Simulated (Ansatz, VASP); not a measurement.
**Hf3C2: VASP beside Ansatz**

File INCAR:

```
PREC = Accurate
ENCUT = 520
EDIFF = 1E-6
ISMEAR = 0
SIGMA = 0.1
LREAL = F
LASPH = T
NELM = 100
ALGO = Normal
ISIF = 2
LWAVE = F
LCHARG = F
GGA = PE
NBANDS = 27
```

KPOINTS

```
regular mesh
0
Gamma
  6 6 4
```

Contents of POSCAR:

```
Hf3C2
1.0
    4.1023247900      0.0000000000      0.0000000000
   -2.0511624000      3.5527174900      0.0000000000
    0.0000000000      0.0000000000      5.6928528900
Hf C
3 2
Direct
    0.3333333300      0.6666666700      0.6491476400
    0.6666666700      0.3333333300      0.6491476400
    0.0000000000      0.0000000000      0.2740757400
    0.0000000000      0.0000000000      0.5818084500
    0.0000000000      0.0000000000      0.0103654900
```

Input for Ansatz:

```yaml
crystal:
  lattice:
    - [4.10232479, 0.0, 0.0]
    - [-2.0511624, 3.55271749, 0.0]
    - [0.0, 0.0, 5.69285289]
  atoms:
    - { symbol: Hf, position: [0.33333333, 0.66666667, 0.64914764] }
    - { symbol: Hf, position: [0.66666667, 0.33333333, 0.64914764] }
    - { symbol: Hf, position: [0.0, 0.0, 0.27407574] }
    - { symbol: C, position: [0.0, 0.0, 0.58180845] }
    - { symbol: C, position: [0.0, 0.0, 0.01036549] }
basis:
  ecutwfc: 420
kpoints:
  mp_grid: { grid: [6, 6, 4] }
hamiltonian:
  xc: pbe
scf:
  occupations: { method: gaussian, width: 0.1 }
  lower_state_search: "off"
output:
  forces: true
  stress: true
  eigenvalues: true
```

Alike in both runs: task single point; functional PBE; k mesh 6 × 6 × 4; occupations gaussian, width 0.1 eV; no spin polarisation.

|  | VASP | Ansatz |
| --- | --- | --- |
| version | VASP 6.6.1 | Ansatz 0.2.0 |
| potentials or method | VASP PAW PBE potentials, release 64 (Hf_pv, C), cutoff 520 eV | scalar-relativistic, plane waves, PAW |
| valence electrons in the cell | 38 | 86 |

|  | VASP | Ansatz | Ansatz less VASP |
| --- | --- | --- | --- |
| rms of the force components (eV/Å) | 7.283 | 6.712 | -0.5715 |

Atom by atom the forces differ by 0.576 eV/Å (rms over components). VASP's potentials hold 38 valence electrons a cell and Ansatz's 86, so a difference there can come from the potentials and not from the codes.

Spin-orbit coupling is off throughout.
